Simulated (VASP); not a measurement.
# BiSb (Pm-3m) in VASP: further runs

The runs below take BiSb through vibrations by perturbation theory, with LDA.

All numbers are computed with VASP 6.6.1; they aren't measurements. Logs are shortened: lines on timing, memory, paths and dates and some standing lists are left out, and cuts for length are marked.

## (1) The cell of the first run

The structure is cubic, space group Pm-3m (No. 221). Conventional cell: a = 3.653 Å, b = 3.653 Å, c = 3.653 Å, α = 90.00°, β = 90.00°, γ = 90.00°. Sb (site symmetry m-3m) has 8 Bi at 3.16 Å and 6 Sb at 3.65 Å within 4.2 Å. Within 4.2 Å of Bi (site symmetry m-3m) lie 8 Sb at 3.16 Å and 6 Bi at 3.65 Å.

## (2) Vibrations by perturbation theory, LDA

Input file INCAR:

```
SYSTEM = BiSb
PREC = Accurate ; ENCUT = 520
EDIFF = 1E-8 ; ISMEAR = -1
SIGMA = 0.15 ; LREAL = .False.
LASPH = .True. ; NELM = 60
ALGO = Normal ; ISIF = 2
LWAVE = .False. ; LCHARG = .False.
GGA = CA ; IBRION = 8
NSW = 1
```

Input file KPOINTS:

```
regular mesh
0
Gamma
  12 12 12
  0 0 0
```

Input file POSCAR:

```
BiSb
1.0
    3.6530000000      0.0000000000      0.0000000000
    0.0000000000      3.6530000000      0.0000000000
    0.0000000000      0.0000000000      3.6530000000
Sb Bi
1 1
Direct
    0.0000000000      0.0000000000      0.0000000000
    0.5000000000      0.5000000000      0.5000000000
```

Potentials or basis: VASP PAW LDA potentials, release 64 (Sb, Bi_d).

Started as:

```sh
$ cat potpaw_LDA.64/Sb/POTCAR potpaw_LDA.64/Bi_d/POTCAR > POTCAR
$ mpirun -np 1 vasp_std > vasp.out
```

OUTCAR:

```text
SYSTEM = BiSb
   PREC = Accurate
   ENCUT = 520
   EDIFF = 1E-8
   ISMEAR = -1
   LREAL = .False.
   LASPH = .True.
   NELM = 60
   ISIF = 2
   GGA = CA
   IBRION = 8
   NSW = 1

 ion  position               nearest neighbor table
   1  0.000  0.000  0.000-   2 3.16   2 3.16   2 3.16   2 3.16   2 3.16   2 3.16   2 3.16   2 3.16

   2  0.500  0.500  0.500-   1 3.16   1 3.16   1 3.16   1 3.16   1 3.16   1 3.16   1 3.16   1 3.16

  LATTYP: Found a simple cubic cell.
 ALAT       =     3.6530000000

  Lattice vectors:

 A1 = (   3.6530000000,   0.0000000000,   0.0000000000)
 A2 = (   0.0000000000,   3.6530000000,   0.0000000000)
 A3 = (   0.0000000000,   0.0000000000,   3.6530000000)

Analysis of symmetry for initial positions (statically):
=====================================================================
 Subroutine PRICEL returns:
 Original cell was already a primitive cell.

 Routine SETGRP: Setting up the symmetry group for a
 simple cubic supercell.

 Subroutine GETGRP returns: Found 48 space group operations
 (whereof 48 operations were pure point group operations)
 out of a pool of 48 trial point group operations.

The static configuration has the point symmetry O_h .

Analysis of symmetry for dynamics (positions and initial velocities):
=====================================================================
 Subroutine PRICEL returns:
 Original cell was already a primitive cell.

 Routine SETGRP: Setting up the symmetry group for a
 simple cubic supercell.

 Subroutine GETGRP returns: Found 48 space group operations
 (whereof 48 operations were pure point group operations)
 out of a pool of 48 trial point group operations.

The dynamic configuration has the point symmetry O_h .

 Subroutine INISYM returns: Found 48 space group operations
 (whereof 48 operations are pure point group operations),
 and found     1 'primitive' translations

----------------------------------------------------------------------------------------

                                     Primitive cell

  volume of cell :      48.7471

  direct lattice vectors                    reciprocal lattice vectors
     3.653000000  0.000000000  0.000000000     0.273747605  0.000000000  0.000000000
     0.000000000  3.653000000  0.000000000     0.000000000  0.273747605  0.000000000
     0.000000000  0.000000000  3.653000000     0.000000000  0.000000000  0.273747605

  length of vectors
     3.653000000  3.653000000  3.653000000     0.273747605  0.273747605  0.273747605

  position of ions in fractional coordinates (direct lattice)
     0.000000000  0.000000000  0.000000000
     0.500000000  0.500000000  0.500000000

  ion indices of the primitive-cell ions
   primitive index   ion index
                 1           1
                 2           2

----------------------------------------------------------------------------------------

 KPOINTS: regular mesh

Automatic generation of k-mesh.
 Grid dimensions read from file:
 generate k-points for:   12   12   12

 Generating k-lattice:

  Cartesian coordinates                     Fractional coordinates (reciprocal lattice)
     0.022812300  0.000000000  0.000000000     0.083333333  0.000000000  0.000000000
     0.000000000  0.022812300  0.000000000     0.000000000  0.083333333  0.000000000
     0.000000000  0.000000000  0.022812300     0.000000000  0.000000000  0.083333333

  Length of vectors
     0.022812300  0.022812300  0.022812300

  Shift w.r.t. Gamma in fractional coordinates (k-lattice)
     0.000000000  0.000000000  0.000000000

 Subroutine IBZKPT returns following result:
[... 78 lines left out ...]
   LEPSILON=     F    determine dielectric tensor
   LRPA    =     F    only Hartree local field effects (RPA)
 non-spin polarized calculation
  energy-cutoff  :      520.00
  volume of cell :       48.75
 maximum number of plane-waves:      1357
 NGX is ok and might be reduce to    28
   NGX = 13   NGY = 13   NGZ = 13

--------------------------------------- Ionic step        1  -------------------------------------------

 number of electron      19.9999991 magnetization

 Free energy of the ion-electron system (eV)
  ---------------------------------------------------
  ext. energy  EPLUGINS =         0.00000000
  ---------------------------------------------------
  free energy    TOTEN  =        -8.94399776 eV

  energy without entropy =       -8.86348266  energy(sigma->0) =       -8.90374021

 E-fermi :  10.4068     XC(G=0): -11.2728

 val. band max:       10.3729923951   @ k =   0.5000   0.4167   0.1667
 cond. band min:      10.4174322406   @ k =   0.4167   0.3333   0.0833
 fundamental gap:      0.0444398455
 Fermi energy:        10.4068312053

 k-point     1 :       0.0000    0.0000    0.0000
  band No.  band energies     occupation
      1     -12.7477      2.00000
      2     -12.7477      2.00000
      3     -12.6492      2.00000
      4     -12.6492      2.00000
      5     -12.6492      2.00000
      6      -4.2777      2.00000
      7       4.1550      2.00000
      8       8.0802      2.00000
      9       8.0802      2.00000
     10       8.0802      2.00000
     11      13.4990      0.00000
     12      13.4990      0.00000
     13      17.0586      0.00000
     14      17.0586      0.00000
[... 377 lines left out ...]
      1     -12.7191      2.00000
      2     -12.7034      2.00000
      3     -12.6765      2.00000
      4     -12.6696      2.00000
      5     -12.6169      2.00000
      6      -1.3046      2.00000
      7       0.8582      2.00000
      8       4.6835      2.00000
      9       6.2098      2.00000
     10      11.3518      0.00367
     11      12.7310      0.00000
     12      13.1083      0.00000
     13      14.5266      0.00000
     14      17.7471      0.00000

 [... further k-points ...]
[... 5 lines left out ...]
  --------------------------------------------------------------------------------------
  -------------------------------------------------------------------------------------
  Total        3.3721057      3.3721057      3.3721057      0.0000000     -0.0000000      0.0000000
  in kB      110.8313805    110.8313805    110.8313805      0.0000000     -0.0000000      0.0000000
  external PRESSURE =     110.8313805 kB  Pullay stress =       0.0000000 kB

 VOLUME and BASIS-vectors are now :
 -----------------------------------------------------------------------------
  energy-cutoff  :      520.00
  volume of cell :       48.75
      direct lattice vectors                 reciprocal lattice vectors
     3.653000000  0.000000000  0.000000000     0.273747605  0.000000000  0.000000000
     0.000000000  3.653000000  0.000000000     0.000000000  0.273747605  0.000000000
     0.000000000  0.000000000  3.653000000     0.000000000  0.000000000  0.273747605

 POSITION                                       TOTAL-FORCE (eV/Angst)
 -----------------------------------------------------------------------------------
      0.00000      0.00000      0.00000         0.000000      0.000000      0.000000
      1.82650      1.82650      1.82650         0.000000      0.000000      0.000000
 -----------------------------------------------------------------------------------
    total drift:                                0.000000      0.000000      0.000000

  FREE ENERGIE OF THE ION-ELECTRON SYSTEM (eV)
  ---------------------------------------------------
  free  energy   TOTEN  =        -8.9439977572 eV

  energy  without entropy=       -8.8634826589  energy(sigma->0) =       -8.90374021

[... ionic steps 2 to 3 ...]

--------------------------------------- Ionic step        4  -------------------------------------------

------------------------ aborting loop because EDIFF is reached ----------------------------------------

[... ionic steps 5 to 6 ...]

--------------------------------------- Ionic step        7  -------------------------------------------

 Free energy of the ion-electron system (eV)
  ---------------------------------------------------
  ---------------------------------------------------
  free energy    TOTEN  =        -0.33435265 eV

  energy without entropy =       -0.33435265

------------------------ aborting loop because EDIFF is reached ----------------------------------------

 INTERNAL STRAIN TENSOR  FOR ION    2  DIRECTION 1   (eV/Angst):
 -----------------------------------------------------------------------------
     0.00605 -0.00000 -0.00000
    -0.00000  0.00550 -0.00000
     0.00000 -0.00000  0.00550

 INTERNAL STRAIN TENSOR FOR ION    2 for displacements in x,y,z  (eV/Angst):
          X           Y           Z          XY          YZ          ZX
  --------------------------------------------------------------------------------
  x     0.00000     0.00000     0.00000     0.00000     0.00000     0.00000
  y     0.00000     0.00000     0.00000     0.00000     0.00000     0.00000
  z     0.00000     0.00000     0.00000     0.00000     0.00000     0.00000

 SECOND DERIVATIVES (NOT SYMMETRIZED)
 ------------------------------------
               1X          1Y          1Z          2X          2Y          2Z
  1X    -2.908170   -0.000000    0.000000    2.908170    0.000000   -0.000000
  1Y    -0.000000   -2.908170   -0.000000    0.000000    2.908170    0.000000
  1Z    -0.000000   -0.000000   -2.908170    0.000000    0.000000    2.908170
  2X     2.906308   -0.000000    0.000000   -2.906308    0.000000    0.000000
  2Y    -0.000000    2.906308   -0.000000    0.000000   -2.906308    0.000000
  2Z    -0.000000    0.000000    2.906308    0.000000    0.000000   -2.906308

 Eigenvectors and eigenvalues of the dynamical matrix
 ----------------------------------------------------

   1 f  =    3.039201 THz    19.095862 2PiTHz  101.376826 cm-1    12.569119 meV
             X         Y         Z           dx          dy          dz
      0.000000  0.000000  0.000000    -0.794999    0.000000   -0.000000
      1.826500  1.826500  1.826500     0.606610    0.000000    0.000000
[... 21 lines left out ...]
   6 f/i=    0.000469 THz     0.002949 2PiTHz    0.015657 cm-1     0.001941 meV
             X         Y         Z           dx          dy          dz
      0.000000  0.000000  0.000000     0.000000   -0.000000   -0.606610
      1.826500  1.826500  1.826500    -0.000000    0.000000   -0.794999

--------------------------------------------------------------------------------------------------------

 ELASTIC MODULI CONTR FROM IONIC RELAXATION (kBar)
 Direction    XX          YY          ZZ          XY          YZ          ZX
 --------------------------------------------------------------------------------
 XX           0.0000      0.0000      0.0000      0.0000      0.0000      0.0000
 YY           0.0000      0.0000      0.0000      0.0000      0.0000      0.0000
 ZZ           0.0000      0.0000      0.0000      0.0000      0.0000      0.0000
 XY           0.0000      0.0000      0.0000      0.0000      0.0000      0.0000
 YZ           0.0000      0.0000      0.0000      0.0000      0.0000      0.0000
 ZX           0.0000      0.0000      0.0000      0.0000      0.0000      0.0000
 --------------------------------------------------------------------------------
```

Wall time 2.5 min (1 thread of Intel Xeon 6975P-C (Granite Rapids), shared host); peak memory 0.4 GiB.

Results:

```
Highest phonon frequency at Γ : 101 cm⁻¹
```

Phonon frequencies in cm⁻¹ (negative: imaginary):
```tsv
q point	frequencies
(0.000, 0.000, 0.000)	0 0 0 101 101 101
```

Caveat: the cell stands under pressure or tension, which shifts response properties; spin-orbit coupling is left out, which moves the levels of the heavy elements.

## (3) Vibrations by perturbation theory, LDA

This run uses another cell than the first one, of 29.06 Å³/atom.

Input file INCAR:

```
  PREC = Accurate
  ENCUT = 520
  EDIFF = 1E-8
  ISMEAR = -1
  SIGMA = 0.15
  LREAL = F
  LASPH = T
  NELM = 80
  ALGO = Normal
  ISIF = 2
  LWAVE = F
  LCHARG = F
  NBANDS = 17
  IBRION = 8
  NSW = 1
```

Input file KPOINTS:

```
regular mesh
0
Gamma
  12 12 12
```

Input file POSCAR:

```
BiSb
1.0
    3.8736000000      0.0000000000      0.0000000000
    0.0000000000      3.8736000000      0.0000000000
    0.0000000000      0.0000000000      3.8736000000
Sb Bi
1 1
Direct
    0.0000000000      0.0000000000      0.0000000000
    0.5000000000      0.5000000000      0.5000000000
```

Potentials or basis: VASP PAW LDA potentials, release 64 (Sb, Bi_d).

Started as:

```sh
$ cat potpaw_LDA.64/Sb/POTCAR potpaw_LDA.64/Bi_d/POTCAR > POTCAR
$ mpirun -np 1 vasp_std > vasp.out
```

OUTCAR:

```text
PREC = Accurate
   ENCUT = 520
   EDIFF = 1E-8
   ISMEAR = -1
   LREAL = F
   LASPH = T
   NELM = 80
   ISIF = 2
   IBRION = 8
   NSW = 1

 ion  position               nearest neighbor table
   1  0.000  0.000  0.000-   2 3.35   2 3.35   2 3.35   2 3.35   2 3.35   2 3.35   2 3.35   2 3.35

   2  0.500  0.500  0.500-   1 3.35   1 3.35   1 3.35   1 3.35   1 3.35   1 3.35   1 3.35   1 3.35

  LATTYP: Found a simple cubic cell.
 ALAT       =     3.8736000000

  Lattice vectors:

 A1 = (   3.8736000000,   0.0000000000,   0.0000000000)
 A2 = (   0.0000000000,   3.8736000000,   0.0000000000)
 A3 = (   0.0000000000,   0.0000000000,   3.8736000000)

Analysis of symmetry for initial positions (statically):
=====================================================================
 Subroutine PRICEL returns:
 Original cell was already a primitive cell.

 Routine SETGRP: Setting up the symmetry group for a
 simple cubic supercell.

 Subroutine GETGRP returns: Found 48 space group operations
[... 707 lines left out ...]
 INTERNAL STRAIN TENSOR  FOR ION    2  DIRECTION 1   (eV/Angst):
 -----------------------------------------------------------------------------
     0.00458 -0.00000 -0.00000
    -0.00000  0.00791  0.00000
    -0.00000  0.00000  0.00791

 INTERNAL STRAIN TENSOR FOR ION    2 for displacements in x,y,z  (eV/Angst):
          X           Y           Z          XY          YZ          ZX
  --------------------------------------------------------------------------------
  x     0.00000     0.00000     0.00000     0.00000     0.00000     0.00000
  y     0.00000     0.00000     0.00000     0.00000     0.00000     0.00000
  z     0.00000     0.00000     0.00000     0.00000     0.00000     0.00000

 SECOND DERIVATIVES (NOT SYMMETRIZED)
 ------------------------------------
               1X          1Y          1Z          2X          2Y          2Z
  1X    -0.300580   -0.000000   -0.000000    0.300580    0.000000    0.000000
  1Y    -0.000000   -0.300580    0.000000    0.000000    0.300580   -0.000000
  1Z     0.000000    0.000000   -0.300580   -0.000000   -0.000000    0.300580
  2X     0.247344    0.000000   -0.000000   -0.247344   -0.000000    0.000000
  2Y     0.000000    0.247344    0.000000    0.000000   -0.247344   -0.000000
  2Z    -0.000000   -0.000000    0.247344    0.000000    0.000000   -0.247344

 Eigenvectors and eigenvalues of the dynamical matrix
 ----------------------------------------------------

   1 f  =    0.945784 THz     5.942536 2PiTHz   31.547955 cm-1     3.911446 meV
             X         Y         Z           dx          dy          dz
      0.000000  0.000000  0.000000     0.821715    0.000000    0.000000
      1.936800  1.936800  1.936800    -0.569899    0.000000    0.000000
[... 21 lines left out ...]
   6 f/i=    0.043122 THz     0.270941 2PiTHz    1.438383 cm-1     0.178337 meV
             X         Y         Z           dx          dy          dz
      0.000000  0.000000  0.000000     0.000000    0.000000   -0.569899
      1.936800  1.936800  1.936800    -0.000000    0.000000   -0.821715

--------------------------------------------------------------------------------------------------------

 ELASTIC MODULI CONTR FROM IONIC RELAXATION (kBar)
 Direction    XX          YY          ZZ          XY          YZ          ZX
 --------------------------------------------------------------------------------
 XX           0.0000      0.0000      0.0000      0.0000      0.0000      0.0000
 YY           0.0000      0.0000      0.0000      0.0000      0.0000      0.0000
 ZZ           0.0000      0.0000      0.0000      0.0000      0.0000      0.0000
 XY           0.0000      0.0000      0.0000      0.0000      0.0000      0.0000
 YZ           0.0000      0.0000      0.0000      0.0000      0.0000      0.0000
 ZX           0.0000      0.0000      0.0000      0.0000      0.0000      0.0000
 --------------------------------------------------------------------------------
```

stdout:

```text
POSCAR found type information on POSCAR SbBi
 POSCAR found :  2 types and       2 ions
 scaLAPACK will be used
 LDA part: xc-table for (Slater(with rela. corr.)+CA(PZ))
 , standard interpolation
 POSCAR, INCAR and KPOINTS ok, starting setup
 FFT: planning ... GRIDC
 FFT: planning ... GRID_SOFT
 FFT: planning ... GRID
 WAVECAR not read
 entering main loop
 Linear response reoptimize wavefunctions to high precision
 Linear response DOF=           2
 Linear response progress:
 first order change of Fermi-energy  -0.17040E-03
 force on displaced ion       1 direction 1 :  -0.301   0.000  -0.000
 Linear response progress:
 first order change of Fermi-energy   0.39318E-03
 force on displaced ion       2 direction 1 :  -0.247  -0.000   0.000
 Linear response finished
```

It took 3.9 min on 1 thread of Intel Xeon 6975P-C (Granite Rapids), shared host; peak memory 0.49 GiB.

Results:

- Highest phonon frequency at Γ: 32 cm⁻¹

Phonon frequencies in cm⁻¹ (negative: imaginary):
```csv
q point,frequencies
"(0.000, 0.000, 0.000)",-1 -1 -1 32 32 32
```

Caveat: the cell stands under pressure or tension, which shifts response properties; spin-orbit coupling is left out, which moves the levels of the heavy elements.
